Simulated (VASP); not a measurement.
The system is Al.

```
CELL_PARAMETERS angstrom
4.47569 0.00000 0.00000
0.00000 4.35748 0.00000
-1.14605 0.00000 3.39612
ATOMIC_POSITIONS crystal
Al 0.83297 0.69412 0.68129
Al 0.16703 0.69412 0.81871
Al 0.16703 0.30588 0.31871
Al 0.83297 0.30588 0.18129
```

```yaml
Program: VASP 6.6.1
Task: relaxation of cell and atoms
Functional: PBE
Potentials_or_basis: VASP PAW PBE potentials, release 64 (Al)
Cutoff: 600 eV
k_mesh: 4 × 4 × 6
Occupations: gaussian, width 0.1 eV
Spin: no spin polarisation
```

At the start: pressure 93.8 GPa; volume 16.56 Å³/atom.

How do energy, volume and symmetry change on relaxing?

Over 45 steps the energy falls by 7223.8 meV/atom and the volume is 31.76 Å³/atom (+91.8 %); space group C2/m (No. 12, to 0.05 Å).

The path:
| step | energy change (eV) | largest force (eV/Å) | pressure (GPa) | volume (Å³) |
| --- | --- | --- | --- | --- |
| 1 | 0.0000 | 41.1558 | 93.84 | 66.23 |
| 3 | -27.5841 | 0.9407 | -2.91 | 162.58 |
| 5 | -27.6786 | 1.1633 | -1.76 | 156.72 |
| 7 | -28.1123 | 1.0767 | -1.36 | 146.54 |
| 9 | -27.5670 | 0.6273 | 11.74 | 111.58 |
| 11 | -28.3700 | 1.0240 | 3.01 | 126.90 |
| 13 | -28.4946 | 0.3462 | 3.05 | 124.33 |
| 15 | -28.5940 | 0.1154 | 0.91 | 129.14 |
| 17 | -28.6051 | 0.1291 | 0.02 | 131.39 |
| 19 | -28.6178 | 0.0901 | -0.16 | 131.83 |
| 21 | -28.7055 | 0.3508 | -0.69 | 133.59 |
| 23 | -28.7079 | 0.3646 | -0.68 | 133.64 |
| 25 | -28.7189 | 0.3954 | -0.57 | 133.85 |
| 27 | -28.7214 | 0.5903 | -0.79 | 134.53 |
| 29 | -28.7481 | 0.4831 | -0.63 | 134.16 |
| 31 | -28.8043 | 0.4560 | -0.59 | 133.33 |
| 33 | -28.8275 | 0.3052 | -0.63 | 131.42 |
| 35 | -28.8464 | 0.3032 | 0.22 | 125.13 |
| 37 | -28.8737 | 0.0912 | 0.05 | 127.38 |
| 39 | -28.8704 | 0.0997 | 0.87 | 125.43 |
| 41 | -28.8901 | 0.0648 | 0.11 | 127.34 |
| 43 | -28.8934 | 0.0303 | -0.20 | 127.93 |
| 45 | -28.8953 | 0.0160 | -0.03 | 127.04 |

Final structure:
```
Al
1.0
     9.27282    0.00000    2.18862
     0.00000    4.47381    0.00000
    -0.77968    0.00000    2.87840
Al
4
Direct
  0.36683 0.75015 0.48293
  0.63317 0.75015 0.01707
  0.63317 0.24985 0.51707
  0.36683 0.24985 0.98293
```

Caveat: the k points lie up to 0.35 Å⁻¹ apart in the final cell; the volume moved by over 15 % at a fixed basis, so the end points are rough.
